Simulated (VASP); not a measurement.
# Ce (Fm-3m) in VASP: notebook

The runs below take Ce through single point, with r2SCAN.

Everything below comes from runs of VASP 6.6.1. Logs are shortened: lines on timing, memory, paths and dates and some standing lists are left out, and cuts for length are marked.

## (1) The cell of the first run

It takes space group Fm-3m (No. 225, cubic). Conventional cell: a = 4.678 Å, b = 4.678 Å, c = 4.678 Å, α = 90.00°, β = 90.00°, γ = 90.00°. Within 4.4 Å of Ce (site symmetry m-3m) lie 12 Ce at 3.31 Å.

## (2) Single point, r2SCAN

File POSCAR:

```
Ce
1.0
    0.0000000000      2.3390384114      2.3390384114
    2.3390384114      0.0000000000      2.3390384114
    2.3390384114      2.3390384114      0.0000000000
Ce
1
Direct
    0.0000000000      0.0000000000      0.0000000000
```

File INCAR.step1:

```
PREC = Accurate
ENCUT = 520
ISMEAR = 1
SIGMA = 0.1
LREAL = F
LASPH = T
NELM = 60
NBANDS = 12
GGA = PE
ALGO = Normal
EDIFF = 1E-4
LWAVE = T
LCHARG = F
```

File INCAR.step2:

```
PREC = Accurate
ENCUT = 520
EDIFF = 1E-6
ISMEAR = 1
SIGMA = 0.1
LREAL = F
LASPH = T
NELM = 60
ALGO = Normal
ISIF = 2
LWAVE = F
LCHARG = F
METAGGA = R2SCAN
LMIXTAU = T
NBANDS = 12
ISTART = 1
```

File KPOINTS:

```
Automatic mesh
0
Gamma
  12 12 12
```

Potentials or basis: VASP PAW PBE potentials, release 64 (Ce).

Command:

```
> cat potpaw_PBE.64/Ce/POTCAR > POTCAR
> cp INCAR.step1 INCAR
> mpirun -np 1 vasp_std > vasp.out
> cp INCAR.step2 INCAR
> mpirun -np 1 vasp_std > vasp.out
```

OUTCAR:

```text
PREC = Accurate
   ENCUT = 520
   EDIFF = 1E-6
   ISMEAR = 1
   LREAL = F
   LASPH = T
   NELM = 60
   ISIF = 2
   METAGGA = R2SCAN
   ISTART = 1

 ion  position               nearest neighbor table
   1  0.000  0.000  0.000-

  LATTYP: Found a face centered cubic cell.
 ALAT       =     4.6780768228

  Lattice vectors:

 A1 = (   0.0000000000,   2.3390384114,   2.3390384114)
 A2 = (   2.3390384114,   0.0000000000,   2.3390384114)
 A3 = (   2.3390384114,   2.3390384114,   0.0000000000)

Analysis of symmetry for initial positions (statically):
=====================================================================
 Subroutine PRICEL returns:
 Original cell was already a primitive cell.

 Routine SETGRP: Setting up the symmetry group for a
 face centered cubic supercell.

 Subroutine GETGRP returns: Found 48 space group operations
 (whereof 48 operations were pure point group operations)
 out of a pool of 48 trial point group operations.

The static configuration has the point symmetry O_h .

Analysis of symmetry for dynamics (positions and initial velocities):
=====================================================================
 Subroutine PRICEL returns:
 Original cell was already a primitive cell.

 Routine SETGRP: Setting up the symmetry group for a
 face centered cubic supercell.

 Subroutine GETGRP returns: Found 48 space group operations
 (whereof 48 operations were pure point group operations)
 out of a pool of 48 trial point group operations.

The dynamic configuration has the point symmetry O_h .

 Subroutine INISYM returns: Found 48 space group operations
 (whereof 48 operations are pure point group operations),
 and found     1 'primitive' translations

----------------------------------------------------------------------------------------

                                     Primitive cell

  volume of cell :      25.5942

  direct lattice vectors                    reciprocal lattice vectors
     0.000000000  2.339038411  2.339038411    -0.213763056  0.213763056  0.213763056
     2.339038411  0.000000000  2.339038411     0.213763056 -0.213763056  0.213763056
     2.339038411  2.339038411  0.000000000     0.213763056  0.213763056 -0.213763056

  length of vectors
     3.307899844  3.307899844  3.307899844     0.370248475  0.370248475  0.370248475

  position of ions in fractional coordinates (direct lattice)
     0.000000000  0.000000000  0.000000000

  ion indices of the primitive-cell ions
   primitive index   ion index
                 1           1

----------------------------------------------------------------------------------------

 KPOINTS: Automatic mesh

Automatic generation of k-mesh.
 Grid dimensions read from file:
 generate k-points for:   12   12   12

 Generating k-lattice:

  Cartesian coordinates                     Fractional coordinates (reciprocal lattice)
    -0.017813588  0.017813588  0.017813588     0.083333333  0.000000000  0.000000000
     0.017813588 -0.017813588  0.017813588     0.000000000  0.083333333  0.000000000
     0.017813588  0.017813588 -0.017813588     0.000000000  0.000000000  0.083333333

  Length of vectors
     0.030854040  0.030854040  0.030854040

  Shift w.r.t. Gamma in fractional coordinates (k-lattice)
     0.000000000  0.000000000  0.000000000

 Subroutine IBZKPT returns following result:
 ===========================================

 Found     72 irreducible k-points:

 Following reciprocal coordinates:
            Coordinates               Weight
  0.000000  0.000000  0.000000      1.000000
  0.083333  0.000000  0.000000      8.000000
  0.166667  0.000000  0.000000      8.000000
  0.250000  0.000000  0.000000      8.000000
  0.333333  0.000000  0.000000      8.000000
  0.416667  0.000000  0.000000      8.000000
[... 16 lines left out ...]
  0.500000  0.166667  0.000000     24.000000
 -0.416667  0.166667  0.000000     24.000000
 [... further k-points ...]
   k-points           NKPTS =     72   k-points in BZ     NKDIM =     72   number of bands    NBANDS=     12
   number of dos      NEDOS =    301   number of ions     NIONS =      1
   total plane-waves  NPLWV =  21952
   dimension x,y,z NGX =    28 NGY =   28 NGZ =   28
   dimension x,y,z NGXF=    56 NGYF=   56 NGZF=   56
   ions per type =               1
   NGX,Y,Z   is equivalent  to a cutoff of  14.07, 14.07, 14.07 a.u.
   NGXF,Y,Z  is equivalent  to a cutoff of  28.14, 28.14, 28.14 a.u.
 SYSTEM =  unknown system
   PREC   = accura    normal or accurate (medium, high low for compatibility)
   ISTART =      1    job   : 0-new  1-cont  2-samecut
   ICHARG =      0    charge: 1-file 2-atom 10-const
   ISPIN  =      1    spin polarized calculation?
   LNONCOLLINEAR =      F non collinear calculations
   LSORBIT =      F    spin-orbit coupling
   LASPH  =      T    aspherical Exc in radial PAW
   ENCUT  =  520.0 eV  38.22 Ry    6.18 a.u.   6.15  6.15  6.15*2*pi/ulx,y,z
   NELM   =     60;   NELMIN=  2; NELMDL=  0     # of ELM steps
   EDIFF  = 0.1E-05   stopping-criterion for ELM
   LREAL  =      F    real-space projection
   EDIFFG = 0.1E-04   stopping-criterion for IOM
   NSW    =      0    number of steps for IOM
   IBRION =     -1    ionic relax: 0-MD 1-quasi-New 2-CG
   NFREE  =      0    steps in history (QN), initial steepest desc. (CG)
   ISIF   =      2    stress and relaxation
   ISYM   =      2    0-nonsym 1-usesym 2-fastsym
   POTIM  = 0.5000    time-step for ionic-motion
   TEBEG  =    0.0;   TEEND  =   0.0 temperature during run
   PSTRESS=    0.0 pullay stress
   NELECT =      12.0000    total number of electrons
   NUPDOWN=      -1.0000    fix difference up-down
   EMIN   =  10.00;   EMAX   =-10.00  energy-range for DOS
   EFERMI =   0.00;   METHOD = LEGACY
   ISMEAR =     1;   SIGMA  =   0.10  broadening in eV -4-tet -1-fermi 0-gaus
   EFERMI_NEDOS =   21; number of points for ismear=-14 and -15
   IALGO  =     38    algorithm
   IMIX   =      4    mixing-type and parameters
     AMIX     =   0.40;   BMIX     =  1.00
     AMIX_MAG =   1.60;   BMIX_MAG =  1.00
  volume/ion in A,a.u.               =      25.59       172.72
  Fermi-wavevector in a.u.,A,eV,Ry     =   1.271807  2.403367 22.007331  1.617493
  Thomas-Fermi vector in A             =   2.404720
   LORBIT       =      0    0 simple, 1 ext, 2 COOP (PROOUT), +10 PAW based schemes
   METAGGA = R2SCAN    functional components
   LHFCALC =     F    Hartree Fock is set to
   AEXX    =    0.0000 exact exchange contribution
   IVDW    =     0    specifies the selected vdW correction
   LEPSILON=     F    determine dielectric tensor
   LRPA    =     F    only Hartree local field effects (RPA)
 non-spin polarized calculation
 Methfessel and Paxton  Order N= 1 SIGMA  =   0.10
  energy-cutoff  :      520.00
  volume of cell :       25.59
 maximum number of plane-waves:       701
 NGX is ok and might be reduce to    28
   NGX = 13   NGY = 13   NGZ = 13

 number of electron      12.0000000 magnetization

 Free energy of the ion-electron system (eV)
  ---------------------------------------------------
  ext. energy  EPLUGINS =         0.00000000
  ---------------------------------------------------
  free energy    TOTEN  =       -30.83497822 eV

  energy without entropy =      -30.83674185  energy(sigma->0) =      -30.83556610

 E-fermi :  10.0077     XC(G=0): -12.3095

 val. band max:        9.9828477291   @ k =   0.2500   0.0000   0.0000
 cond. band min:      10.0153498566   @ k =  -0.2500   0.4167   0.1667
 fundamental gap:      0.0325021275
 Fermi energy:        10.0077409552

 k-point     1 :       0.0000    0.0000    0.0000
  band No.  band energies     occupation
      1     -26.2248      2.00000
      2      -6.7220      2.00000
      3      -6.7220      2.00000
      4      -6.7220      2.00000
      5       7.1339      2.00000
      6       9.6085      2.00000
      7      10.3979     -0.00000
      8      10.3979     -0.00000
      9      10.3979     -0.00000
     10      11.3887     -0.00000
     11      11.3887     -0.00000
     12      11.3887     -0.00000

 k-point     2 :       0.0833    0.0000    0.0000
  band No.  band energies     occupation
      1     -26.1851      2.00000
      2      -6.9821      2.00000
      3      -6.7500      2.00000
      4      -6.7500      2.00000
      5       7.4679      2.00000
      6       9.5142      2.00000
      7      10.3647     -0.00001
      8      10.4099     -0.00000
      9      10.4099     -0.00000
     10      11.1682     -0.00000
     11      11.1682     -0.00000
     12      11.3904     -0.00000

 k-point     3 :       0.1667    0.0000    0.0000
  band No.  band energies     occupation
      1     -26.0750      2.00000
      2      -7.6469      2.00000
      3      -6.8254      2.00000
      4      -6.8254      2.00000
      5       8.1417      2.00000
      6       9.4652      2.00000
      7      10.2710     -0.00126
      8      10.4477     -0.00000
      9      10.4477     -0.00000
     10      10.9512     -0.00000
     11      10.9512     -0.00000
     12      11.3950     -0.00000
[... 286 lines left out ...]
 k-point    23 :       0.5000    0.1667    0.0000
  band No.  band energies     occupation
      1     -25.5359      2.00000
      2      -9.6404      2.00000
      3      -7.6746      2.00000
      4      -7.3173      2.00000
      5       8.4095      2.00000
      6       9.4256      2.00000
      7      10.4396     -0.00000
      8      10.6613     -0.00000
      9      10.7161     -0.00000
     10      10.9042     -0.00000
     11      11.0017     -0.00000
     12      11.0409     -0.00000

 k-point    24 :      -0.4167    0.1667    0.0000
  band No.  band energies     occupation
      1     -25.5241      2.00000
      2      -9.6717      2.00000
      3      -7.7875      2.00000
      4      -7.2440      2.00000
      5       8.5790      2.00000
      6       9.3429      2.00000
      7      10.5662     -0.00000
      8      10.6406     -0.00000
      9      10.7096     -0.00000
     10      10.8751     -0.00000
     11      11.0772     -0.00000
     12      11.0870     -0.00000

 [... further k-points ...]

------------------------ aborting loop because EDIFF is reached ----------------------------------------

  FORCE on cell =-STRESS in cart. coord.  units (eV):
  Direction    XX          YY          ZZ          XY          YZ          ZX
  --------------------------------------------------------------------------------------
  -------------------------------------------------------------------------------------
  Total       -0.1234342     -0.1234342     -0.1234342     -0.0000000      0.0000000      0.0000000
  in kB       -7.7268759     -7.7268759     -7.7268759     -0.0000000      0.0000000      0.0000000
  external PRESSURE =      -7.7268759 kB  Pullay stress =       0.0000000 kB

 VOLUME and BASIS-vectors are now :
 -----------------------------------------------------------------------------
  energy-cutoff  :      520.00
  volume of cell :       25.59
      direct lattice vectors                 reciprocal lattice vectors
     0.000000000  2.339038411  2.339038411    -0.213763056  0.213763056  0.213763056
     2.339038411  0.000000000  2.339038411     0.213763056 -0.213763056  0.213763056
     2.339038411  2.339038411  0.000000000     0.213763056  0.213763056 -0.213763056

 POSITION                                       TOTAL-FORCE (eV/Angst)
 -----------------------------------------------------------------------------------
      0.00000      0.00000      0.00000         0.000000      0.000000      0.000000
 -----------------------------------------------------------------------------------
    total drift:                                0.000000     -0.000000     -0.000000

  FREE ENERGIE OF THE ION-ELECTRON SYSTEM (eV)
  ---------------------------------------------------
  free  energy   TOTEN  =       -30.8349782232 eV

  energy  without entropy=      -30.8367418485  energy(sigma->0) =      -30.83556610
```

Run time: 93 s. Hardware: 1 thread of Intel Xeon Platinum 8488C (Sapphire Rapids), shared host; peak memory 0.19 GiB.

Results:

```
Free energy            : -30.8350 eV
Pressure               : -0.8 GPa
Band gap on the k mesh : zero (bands 6 and 7 overlap by 0.52 eV)
```

Levels at points of the mesh, in eV from the Fermi level:
| k point | band 3 | band 4 | band 5 | band 6 | band 7 | band 8 | band 9 | band 10 |
| --- | --- | --- | --- | --- | --- | --- | --- | --- |
| (0.00, 0.00, 0.00) | -16.73 | -16.73 | -2.87 | -0.40 | 0.39 | 0.39 | 0.39 | 1.38 |
| (0.50, 0.00, 0.00) | -17.13 | -17.13 | -2.30 | -0.22 | 0.62 | 0.62 | 0.72 | 1.06 |
| (0.50, 0.50, 0.00) | -17.87 | -17.87 | -3.29 | -2.61 | 0.71 | 0.73 | 0.80 | 0.80 |

Caveat: the PAW data sets were made with another functional, which shifts forces and pressure a little; spin-orbit coupling is left out, which moves the levels of the heavy elements; semilocal functionals describe open f shells poorly, which spoils levels, moments and volumes. Spin polarisation is off, so any magnetic state and its effect on volume and gap are missing.

## (3) Single point, r2SCAN

POSCAR is that of step 2.

File INCAR.step1:

```
SYSTEM = Ce
PREC = Accurate
ENCUT = 520
ISMEAR = 1
SIGMA = 0.2
LREAL = .False.
LASPH = .True.
NELM = 60
NBANDS = 12
GGA = PE
ALGO = Normal
EDIFF = 1E-4
LWAVE = .True.
LCHARG = .False.
```

File INCAR.step2:

```
SYSTEM = Ce
PREC = Accurate
ENCUT = 520
EDIFF = 1E-6
ISMEAR = 1
SIGMA = 0.2
LREAL = .False.
LASPH = .True.
NELM = 60
ALGO = Normal
ISIF = 2
LWAVE = .False.
LCHARG = .True.
METAGGA = R2SCAN
LMIXTAU = .True.
LELF = .True.
LVHAR = .True.
NBANDS = 12
ISTART = 1
```

File KPOINTS:

```
Automatic mesh
0
Gamma
  12 12 12
  0 0 0
```

Potentials or basis: VASP PAW PBE potentials, release 64 (Ce).

Command:

```
> cat potpaw_PBE.64/Ce/POTCAR > POTCAR
> cp INCAR.step1 INCAR
> mpirun -np 1 vasp_std > vasp.out
> cp INCAR.step2 INCAR
> mpirun -np 1 vasp_std > vasp.out
```

Wall time 97 s (1 thread of Intel Xeon Platinum 8488C (Sapphire Rapids), shared host); peak memory 0.19 GiB.

It converged, with:

* Free energy: -30.8329 eV
* Pressure: -0.8 GPa
* Band gap on the k mesh: zero (bands 6 and 7 overlap by 0.52 eV)

Levels at points of the mesh, in eV from the Fermi level:
```csv
k point,band 2,band 3,band 4,band 5,band 6,band 7,band 8,band 9,band 10,band 11
"(0.00, 0.00, 0.00)",-16.74,-16.74,-16.74,-2.88,-0.41,0.38,0.38,0.38,1.37,1.37
"(0.50, 0.00, 0.00)",-19.95,-17.13,-17.13,-2.30,-0.23,0.61,0.61,0.71,1.05,1.05
"(0.50, 0.50, 0.00)",-19.71,-17.88,-17.88,-3.29,-2.61,0.70,0.72,0.79,0.79,0.93
```

Caveat: the PAW data sets were made with another functional, which shifts forces and pressure a little; spin-orbit coupling is left out, which moves the levels of the heavy elements; semilocal functionals describe open f shells poorly, which spoils levels, moments and volumes.

## (4) Single point, r2SCAN, collinear spin, ferromagnetic start

This run uses another cell than the first one, of 25.46 Å³/atom.

File POSCAR:

```
Ce
1.0
    0.0000000000      2.3350137735      2.3350137735
    2.3350137735      0.0000000000      2.3350137735
    2.3350137735      2.3350137735      0.0000000000
Ce
1
Direct
    0.0000000000      0.0000000000      0.0000000000
```

File INCAR.step1:

```
PREC = Accurate ; ENCUT = 520
ISMEAR = 0 ; SIGMA = 0.6
LREAL = False ; LASPH = True
NELM = 150 ; ISPIN = 2
MAGMOM = 1 ; LMAXMIX = 6
NBANDS = 16 ; GGA = PE
ALGO = Normal ; EDIFF = 1E-4
LWAVE = True ; LCHARG = False
```

File INCAR.step2:

```
PREC = Accurate ; ENCUT = 520
EDIFF = 1E-6 ; ISMEAR = 0
SIGMA = 0.6 ; LREAL = False
LASPH = True ; NELM = 150
ALGO = Normal ; ISIF = 2
LWAVE = False ; LCHARG = True
ISPIN = 2 ; MAGMOM = 1
LORBIT = 11 ; LMAXMIX = 6
METAGGA = R2SCAN ; LMIXTAU = True
LELF = True ; LVHAR = True
NBANDS = 16 ; ISTART = 1
```

File KPOINTS:

```
regular mesh
0
Gamma
  12 12 12
```

Command:

```
> cat potpaw_PBE.64/Ce/POTCAR > POTCAR
> cp INCAR.step1 INCAR
> mpirun -np 1 vasp_std > vasp.out
> cp INCAR.step2 INCAR
> mpirun -np 1 vasp_std > vasp.out
```

Wall time 5.8 min (1 thread of Oxide Virtual Turin-like, shared host); peak memory 0.2 GiB.

The run converged. Its results:

```
Free energy                                           : -31.0302 eV
Pressure                                              : 1.9 GPa
Band gap on the k mesh                                : zero (filled and empty bands overlap)
Net moment                                            : 0.00 μB per cell
Valence electrons inside the program's atomic spheres : Ce 10.06
```

Levels at points of the mesh, in eV from the Fermi level:
Spin up:
```csv
k point,band 2,band 3,band 4,band 5,band 6,band 7,band 8,band 9,band 10,band 11
"(0.00, 0.00, 0.00)",-16.60,-16.60,-16.60,-2.80,-0.17,0.62,0.62,0.62,1.57,1.57
"(0.50, 0.00, 0.00)",-19.88,-17.01,-17.01,-2.25,-0.02,0.80,0.80,0.99,1.30,1.30
"(0.50, 0.50, 0.00)",-19.63,-17.77,-17.77,-3.27,-2.58,0.88,0.97,0.98,0.98,1.16
```
Spin down:
```
           k point  band 4  band 5  band 6  band 7  band 8  band 9
(0.00, 0.00, 0.00)  -16.60   -2.80   -0.17    0.62    0.62    0.62
(0.50, 0.00, 0.00)  -17.01   -2.25   -0.02    0.80    0.80    0.99
(0.50, 0.50, 0.00)  -17.77   -3.27   -2.58    0.88    0.97    0.98
```

Caveat: the magnetic or orbital state may not be the lowest; so wide a smearing shifts energies and pressures; the moments typed at the start vanished in this run; the PAW data sets were made with another functional, which shifts forces and pressure a little; spin-orbit coupling is left out, which moves the levels of the heavy elements; semilocal functionals describe open f shells poorly, which spoils levels, moments and volumes.

## (5) Summary

```tsv
spin	cell	smearing	gap on the mesh (eV)	pressure (GPa)
off	a = 3.308 Å, angles 60.0°, 1 atom	methfessel-paxton 0.1 eV	none	-0.8
off	a = 3.308 Å, angles 60.0°, 1 atom	methfessel-paxton 0.2 eV	none	-0.8
collinear, ferromagnetic start	a = 3.302 Å, angles 60.0°, 1 atom	gaussian 0.6 eV	none	1.9
```

Alike in all rows: task single point; level r2SCAN; potentials or basis VASP PAW PBE potentials, release 64 (Ce); k mesh 12 × 12 × 12; cutoff (eV) 520.

Caveats: the PAW data sets were made with another functional, which shifts forces and pressure a little; spin-orbit coupling is left out, which moves the levels of the heavy elements; semilocal functionals describe open f shells poorly, which spoils levels, moments and volumes; the magnetic or orbital state may not be the lowest (at least some runs); so wide a smearing shifts energies and pressures (at least some runs); the moments typed at the start vanished in this run (at least some runs).

Total energies depend on the potentials used, so only differences within one code and one set of settings carry meaning.

The gap in the log of VASP goes by the Fermi energy; the results here count the filled bands.